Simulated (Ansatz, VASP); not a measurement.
## One calculation of ZrC, two programs

```xyz
2
Lattice="0.0000 2.3350 2.3350 2.3350 0.0000 2.3350 2.3350 2.3350 0.0000" Properties=species:S:1:pos:R:3 pbc="T T T"
Zr    0.0000    0.0000    0.0000
C     2.3350    2.3350    2.3350
```

Alike in both runs: task single point; functional r2SCAN; k mesh 6 × 6 × 6; occupations gaussian, width 0.1 eV; no spin polarisation.

|  | VASP | Ansatz |
| --- | --- | --- |
| version | VASP 6.6.1 | Ansatz 0.2.0 |
| potentials or method | VASP PAW PBE potentials, release 64 (Zr_sv, C), cutoff 660 eV | scalar-relativistic, plane waves, PAW |
| valence electrons in the cell | 16 | 16 |

VASP gave:

| Item | Value |
| --- | --- |
| gap on the k mesh at the Fermi level (eV) | none |
| pressure (GPa) | 6.6 |

**Question.** Estimate Ansatz's values.

**Answer.** gap on the k mesh at the Fermi level (eV): none; pressure (GPa): 6.5.

VASP's potentials were made for PBE, not for r2SCAN. A gap of «none» marks a metal or a gap that the smearing closes.

The k mesh is coarse, so the values compare programs but aren't converged.
